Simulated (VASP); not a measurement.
# Nb (P6_3/mmc) in VASP: single point with r2SCAN

Aim: the single point of Nb with r2SCAN.

Everything below comes from runs of VASP 6.6.1. Logs are shortened: lines on timing, memory, paths and dates and some standing lists are left out, and cuts for length are marked.

**1. The cell of the first run**

Symmetry: P6_3/mmc, No. 194, hexagonal system. Conventional cell: a = 2.971 Å, b = 2.971 Å, c = 5.442 Å, α = 90.00°, β = 90.00°, γ = 120.00°. Nb (site symmetry -6m2) has 12 Nb at 2.97 to 3.22 Å within 3.9 Å.

This isn't the form of Nb at room conditions, which is bcc.

**2. Single point, r2SCAN, collinear spin (20.80 Å³/atom)**

Input file POSCAR:

```
Nb
1.0
    2.9711137539      0.0000000000      0.0000000000
   -1.4855568769      2.5730599884      0.0000000000
    0.0000000000      0.0000000000      5.4421684859
Nb
2
Direct
    0.3333333333      0.6666666667      0.2500000000
    0.6666666667      0.3333333333      0.7500000000
```

Input file INCAR.step1:

```
SYSTEM = Nb
PREC = Accurate
ENCUT = 520
ISMEAR = -1
SIGMA = 0.05
LREAL = .FALSE.
LASPH = .TRUE.
NELM = 150
ISPIN = 2
MAGMOM = 1 1
LMAXMIX = 4
NBANDS = 24
GGA = PE
ALGO = Normal
EDIFF = 1E-4
LWAVE = .TRUE.
LCHARG = .FALSE.
```

Input file INCAR.step2:

```
SYSTEM = Nb
PREC = Accurate
ENCUT = 520
EDIFF = 1E-6
ISMEAR = -1
SIGMA = 0.05
LREAL = .FALSE.
LASPH = .TRUE.
NELM = 150
ALGO = Normal
ISIF = 2
LWAVE = .FALSE.
LCHARG = .TRUE.
ISPIN = 2
MAGMOM = 1 1
LORBIT = 11
LMAXMIX = 4
METAGGA = R2SCAN
LMIXTAU = .TRUE.
LELF = .TRUE.
LVHAR = .TRUE.
NBANDS = 24
ISTART = 1
```

Input file KPOINTS:

```
Automatic mesh
0
G
  14 14 7
  0 0 0
```

Potentials or basis: VASP PAW PBE potentials, release 64 (Nb_sv).

On the command line:

```bash
$ cat potpaw_PBE.64/Nb_sv/POTCAR > POTCAR
$ cp INCAR.step1 INCAR
$ mpirun -np 1 vasp_std > vasp.out
$ cp INCAR.step2 INCAR
$ mpirun -np 1 vasp_std > vasp.out
```

OUTCAR:

```text
SYSTEM = Nb
   PREC = Accurate
   ENCUT = 520
   EDIFF = 1E-6
   ISMEAR = -1
   LREAL = .FALSE.
   LASPH = .TRUE.
   NELM = 150
   ISIF = 2
   ISPIN = 2
   LORBIT = 11
   METAGGA = R2SCAN
   ISTART = 1

 ion  position               nearest neighbor table
   1  0.333  0.667  0.250-
   2  0.667  0.333  0.750-

  LATTYP: Found a hexagonal cell.
 ALAT       =     2.9711137539
 C/A-ratio  =     1.8316930743

  Lattice vectors:

 A1 = (   2.9711137539,   0.0000000000,   0.0000000000)
 A2 = (  -1.4855568769,   2.5730599884,   0.0000000000)
 A3 = (   0.0000000000,   0.0000000000,   5.4421684859)

Analysis of symmetry for initial positions (statically):
=====================================================================
 Subroutine PRICEL returns:
 Original cell was already a primitive cell.

 Routine SETGRP: Setting up the symmetry group for a
 hexagonal supercell.

 Subroutine GETGRP returns: Found 24 space group operations
 (whereof 12 operations were pure point group operations)
 out of a pool of 24 trial point group operations.

The static configuration has the point symmetry D_3d.
 The point group associated with its full space group is D_6h.

Analysis of symmetry for dynamics (positions and initial velocities):
=====================================================================
 Subroutine PRICEL returns:
 Original cell was already a primitive cell.

 Routine SETGRP: Setting up the symmetry group for a
 hexagonal supercell.

 Subroutine GETGRP returns: Found 24 space group operations
 (whereof 12 operations were pure point group operations)
 out of a pool of 24 trial point group operations.

The dynamic configuration has the point symmetry D_3d.
 The point group associated with its full space group is D_6h.

Analysis of structural, dynamic, and magnetic symmetry:
=====================================================================
 Subroutine PRICEL returns:
 Original cell was already a primitive cell.

 Routine SETGRP: Setting up the symmetry group for a
 hexagonal supercell.

 Subroutine GETGRP returns: Found 24 space group operations
 (whereof 12 operations were pure point group operations)
 out of a pool of 24 trial point group operations.

The overall configuration has the point symmetry D_3d.
 The point group associated with its full space group is D_6h.

 Subroutine INISYM returns: Found 24 space group operations
 (whereof 12 operations are pure point group operations),
 and found     1 'primitive' translations

----------------------------------------------------------------------------------------

                                     Primitive cell

  volume of cell :      41.6046

  direct lattice vectors                    reciprocal lattice vectors
     2.971113754  0.000000000  0.000000000     0.336574121  0.194321159  0.000000000
    -1.485556877  2.573059988  0.000000000     0.000000000  0.388642319  0.000000000
     0.000000000  0.000000000  5.442168486     0.000000000  0.000000000  0.183750283

  length of vectors
     2.971113754  2.971113754  5.442168486     0.388642319  0.388642319  0.183750283

  position of ions in fractional coordinates (direct lattice)
     0.333333333  0.666666667  0.250000000
     0.666666667  0.333333333  0.750000000

  ion indices of the primitive-cell ions
   primitive index   ion index
                 1           1
                 2           2

----------------------------------------------------------------------------------------

 KPOINTS: Automatic mesh

Automatic generation of k-mesh.
 Grid dimensions read from file:
 generate k-points for:   14   14    7

 Generating k-lattice:

  Cartesian coordinates                     Fractional coordinates (reciprocal lattice)
     0.024041009  0.013880083  0.000000000     0.071428571  0.000000000  0.000000000
     0.000000000  0.027760166  0.000000000     0.000000000  0.071428571  0.000000000
     0.000000000  0.000000000  0.026250040     0.000000000  0.000000000  0.142857143

  Length of vectors
     0.027760166  0.027760166  0.026250040

  Shift w.r.t. Gamma in fractional coordinates (k-lattice)
     0.000000000  0.000000000  0.000000000

 Subroutine IBZKPT returns following result:
 ===========================================

 Found     96 irreducible k-points:

 Following reciprocal coordinates:
            Coordinates               Weight
  0.000000  0.000000  0.000000      1.000000
  0.071429  0.000000  0.000000      6.000000
  0.142857  0.000000  0.000000      6.000000
  0.214286  0.000000  0.000000      6.000000
  0.285714  0.000000  0.000000      6.000000
  0.357143  0.000000  0.000000      6.000000
[... 16 lines left out ...]
  0.285714  0.285714  0.000000      6.000000
  0.357143  0.285714  0.000000      6.000000
 [... further k-points ...]
   k-points           NKPTS =     96   k-points in BZ     NKDIM =     96   number of bands    NBANDS=     24
   number of dos      NEDOS =    301   number of ions     NIONS =      2
   total plane-waves  NPLWV =  23040
   dimension x,y,z NGX =    24 NGY =   24 NGZ =   40
   dimension x,y,z NGXF=    48 NGYF=   48 NGZF=   80
   ions per type =               2
   NGX,Y,Z   is equivalent  to a cutoff of  13.43, 13.43, 12.22 a.u.
   NGXF,Y,Z  is equivalent  to a cutoff of  26.86, 26.86, 24.44 a.u.
 SYSTEM =  Nb
   PREC   = accura    normal or accurate (medium, high low for compatibility)
   ISTART =      1    job   : 0-new  1-cont  2-samecut
   ICHARG =      0    charge: 1-file 2-atom 10-const
   ISPIN  =      2    spin polarized calculation?
   LNONCOLLINEAR =      F non collinear calculations
   LSORBIT =      F    spin-orbit coupling
   LASPH  =      T    aspherical Exc in radial PAW
   ENCUT  =  520.0 eV  38.22 Ry    6.18 a.u.   5.52  5.52 10.12*2*pi/ulx,y,z
   NELM   =    150;   NELMIN=  2; NELMDL=  0     # of ELM steps
   EDIFF  = 0.1E-05   stopping-criterion for ELM
   LREAL  =      F    real-space projection
   EDIFFG = 0.1E-04   stopping-criterion for IOM
   NSW    =      0    number of steps for IOM
   IBRION =     -1    ionic relax: 0-MD 1-quasi-New 2-CG
   NFREE  =      0    steps in history (QN), initial steepest desc. (CG)
   ISIF   =      2    stress and relaxation
   ISYM   =      2    0-nonsym 1-usesym 2-fastsym
   POTIM  = 0.5000    time-step for ionic-motion
   TEBEG  =    0.0;   TEEND  =   0.0 temperature during run
   PSTRESS=    0.0 pullay stress
   NELECT =      26.0000    total number of electrons
   NUPDOWN=      -1.0000    fix difference up-down
   EMIN   =  10.00;   EMAX   =-10.00  energy-range for DOS
   EFERMI =   0.00;   METHOD = LEGACY
   ISMEAR =    -1;   SIGMA  =   0.05  broadening in eV -4-tet -1-fermi 0-gaus
   EFERMI_NEDOS =   21; number of points for ismear=-14 and -15
   IALGO  =     38    algorithm
   IMIX   =      4    mixing-type and parameters
     AMIX     =   0.40;   BMIX     =  1.00
     AMIX_MAG =   1.60;   BMIX_MAG =  1.00
  volume/ion in A,a.u.               =      20.80       140.38
  Fermi-wavevector in a.u.,A,eV,Ry     =   1.399648  2.644952 26.654018  1.959015
  Thomas-Fermi vector in A             =   2.522687
   LORBIT       =     11    0 simple, 1 ext, 2 COOP (PROOUT), +10 PAW based schemes
   METAGGA = R2SCAN    functional components
   LHFCALC =     F    Hartree Fock is set to
   AEXX    =    0.0000 exact exchange contribution
   IVDW    =     0    specifies the selected vdW correction
   LEPSILON=     F    determine dielectric tensor
   LRPA    =     F    only Hartree local field effects (RPA)
 spin polarized calculation
  energy-cutoff  :      520.00
  volume of cell :       41.60
 maximum number of plane-waves:      1154
 NGX is ok and might be reduce to    24
   NGX = 11   NGY = 11   NGZ = 21

 number of electron      25.9999998 magnetization      -0.0000003

 number of electron      25.9999998 magnetization       0.0000007

 Free energy of the ion-electron system (eV)
  ---------------------------------------------------
  ext. energy  EPLUGINS =         0.00000000
  ---------------------------------------------------
  free energy    TOTEN  =       -48.83895754 eV

  energy without entropy =      -48.81518621  energy(sigma->0) =      -48.82707187

 E-fermi :   9.5946     XC(G=0): -12.7852

 val. band max:        9.5846883545   @ k =   0.5000   0.0000   0.0000
 cond. band min:       9.6007999147   @ k =   0.2857   0.1429   0.0000
 fundamental gap:      0.0161115602
 Fermi energy:         9.5946070890

 spin component 1

 k-point     1 :       0.0000    0.0000    0.0000
  band No.  band energies     occupation
      1     -47.1208      1.00000
      2     -47.0370      1.00000
      3     -22.7475      1.00000
      4     -22.0720      1.00000
      5     -21.8805      1.00000
      6     -21.8805      1.00000
[... 16 lines left out ...]
     23      22.4128      0.00000
     24      24.1410      0.00000
[... 598 lines left out ...]
      2     -46.9128      1.00000
      3     -22.6602      1.00000
      4     -22.5796      1.00000
      5     -22.4982      1.00000
      6     -22.4076      1.00000
[... 16 lines left out ...]
     23      22.2179      0.00000
     24      23.2894      0.00000

 [... further k-points ...]

 spin component 2

 k-point     1 :       0.0000    0.0000    0.0000
  band No.  band energies     occupation
      1     -47.1208      1.00000
      2     -47.0370      1.00000
      3     -22.7475      1.00000
      4     -22.0720      1.00000
      5     -21.8805      1.00000
      6     -21.8805      1.00000
[... 16 lines left out ...]
     23      22.4128      0.00000
     24      24.1410      0.00000
[... 598 lines left out ...]
      2     -46.9128      1.00000
      3     -22.6602      1.00000
      4     -22.5796      1.00000
      5     -22.4982      1.00000
      6     -22.4076      1.00000
[... 16 lines left out ...]
     23      22.2179      0.00000
     24      23.2909      0.00000

 [... further k-points ...]

------------------------ aborting loop because EDIFF is reached ----------------------------------------

  FORCE on cell =-STRESS in cart. coord.  units (eV):
  Direction    XX          YY          ZZ          XY          YZ          ZX
  --------------------------------------------------------------------------------------
  -------------------------------------------------------------------------------------
  Total       -4.1663030     -4.1663030     -3.7840885     -0.0000000      0.0000000      0.0000000
  in kB     -160.4428106   -160.4428106   -145.7238696     -0.0000000      0.0000000      0.0000000
  external PRESSURE =    -155.5364970 kB  Pullay stress =       0.0000000 kB

 VOLUME and BASIS-vectors are now :
 -----------------------------------------------------------------------------
  energy-cutoff  :      520.00
  volume of cell :       41.60
      direct lattice vectors                 reciprocal lattice vectors
     2.971113754  0.000000000  0.000000000     0.336574121  0.194321159  0.000000000
    -1.485556877  2.573059988  0.000000000     0.000000000  0.388642319  0.000000000
     0.000000000  0.000000000  5.442168486     0.000000000  0.000000000  0.183750283

 POSITION                                       TOTAL-FORCE (eV/Angst)
 -----------------------------------------------------------------------------------
     -0.00000      1.71537      1.36054         0.000000     -0.000000      0.000000
      1.48556      0.85769      4.08163        -0.000000      0.000000      0.000000
 -----------------------------------------------------------------------------------
    total drift:                                0.000000     -0.000000      0.000000

  FREE ENERGIE OF THE ION-ELECTRON SYSTEM (eV)
  ---------------------------------------------------
  free  energy   TOTEN  =       -48.8389575427 eV

  energy  without entropy=      -48.8151862062  energy(sigma->0) =      -48.82707187

 total charge

# of ion       s       p       d       tot
------------------------------------------
    1        2.205   5.986   2.337  10.528
    2        2.205   5.986   2.337  10.528
--------------------------------------------------
tot          4.410  11.972   4.674  21.055

 magnetization (x)

# of ion       s       p       d       tot
------------------------------------------
    1       -0.000   0.000   0.000   0.000
    2       -0.000   0.000   0.000   0.000
--------------------------------------------------
tot         -0.000   0.000   0.000   0.000
```

Run time: 5.5 min. Hardware: 1 thread of Intel Xeon Platinum 8488C (Sapphire Rapids), shared host; peak memory 0.27 GiB.

Results:

| Property | Result |
| --- | --- |
| Free energy | -48.8390 eV |
| Pressure | -15.6 GPa |
| Band gap on the k mesh | zero (filled and empty bands overlap) |
| Net moment | 0.00 μB per cell |
| Valence electrons inside the program's atomic spheres | Nb 10.53 |

Stress tensor (GPa, compression positive):
```
-16.04   0.00   0.00
  0.00 -16.04   0.00
  0.00   0.00 -14.57
```

Levels at points of the mesh, in eV from the Fermi level:
Spin up:
| k point | band 10 | band 11 | band 12 | band 13 | band 14 | band 15 | band 16 | band 17 |
| --- | --- | --- | --- | --- | --- | --- | --- | --- |
| (0.00, 0.00, 0.00) | -3.83 | -0.87 | -0.02 | 0.42 | 0.42 | 0.80 | 0.80 | 2.56 |
| (0.50, 0.00, 0.00) | -3.14 | -2.86 | -0.39 | -0.01 | 0.31 | 0.92 | 4.15 | 5.00 |
Spin down:
| k point | band 9 | band 10 | band 11 | band 12 | band 13 | band 14 | band 15 | band 16 | band 17 | band 18 |
| --- | --- | --- | --- | --- | --- | --- | --- | --- | --- | --- |
| (0.00, 0.00, 0.00) | -6.32 | -3.83 | -0.87 | -0.02 | 0.42 | 0.42 | 0.80 | 0.80 | 2.56 | 2.56 |
| (0.50, 0.00, 0.00) | -3.32 | -3.14 | -2.86 | -0.39 | -0.01 | 0.31 | 0.92 | 4.15 | 5.00 | 5.17 |

Caveat: the cell stands under tension; the PAW data sets were made with another functional, which shifts forces and pressure a little.
